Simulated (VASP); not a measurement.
Set up this calculation in VASP 6.6.1, as the native input.

| Property | Result |
| --- | --- |
| Task | single point |
| Functional | PBE |
| Potentials or basis | VASP PAW PBE potentials, release 64 (Li_sv, Cl) |
| Cutoff | 520 eV |
| k mesh | 8 × 8 × 8 |
| Occupations | gaussian, width 0.02 eV |
| Spin | no spin polarisation |
| Dipole correction | no |
| Further INCAR settings | ALGO = Normal; EDIFF = 1e-07; NBANDS = 12 |

The structure of LiCl lies in POSCAR:

```
LiCl
1.0
    0.0000000000      2.6009121025      2.6009121025
    2.6009121025      0.0000000000      2.6009121025
    2.6009121025      2.6009121025      0.0000000000
Li Cl
1 1
Direct
    0.5000000000      0.5000000000      0.5000000000
    0.0000000000      0.0000000000      0.0000000000
```

This cell differs from its parent crystal: volume scaled by 1.03.

One way to write it, as run:

INCAR

```
SYSTEM = LiCl
ALGO     = Normal         ! electronic algorithm
EDIFF    = 1E-7           ! SCF threshold, eV
ENCUT    = 520            ! plane-wave cutoff, eV
GGA      = PE             ! functional
ISIF     = 2              ! what is computed and relaxed
ISMEAR   = 0              ! smearing method
LASPH    = .True.         ! aspherical terms in the spheres
LCHARG   = .False.        ! write CHGCAR
LREAL    = .False.        ! projectors in reciprocal space
LWAVE    = .False.        ! write WAVECAR
NBANDS   = 12             ! bands
NELM     = 100            ! most SCF steps
PREC     = Accurate       ! precision mode
SIGMA    = 0.02           ! smearing width, eV
```

KPOINTS

```
k-points
0
Gamma
  8 8 8
  0 0 0
```

Potentials or basis: VASP PAW PBE potentials, release 64 (Li_sv, Cl).

The run is started by

```console
$ cat potpaw_PBE.64/Li_sv/POTCAR potpaw_PBE.64/Cl/POTCAR > POTCAR
$ mpirun -np 1 vasp_std > vasp.out
```

Results of the run:

| Quantity | Value |
| --- | --- |
| Band gap on the k mesh | 6.11 eV, direct |

Run time: 14 s on 1 thread of Intel(R) Xeon(R) 6975P-C (Granite Rapids), on a shared host, peak memory 0.15 GiB.
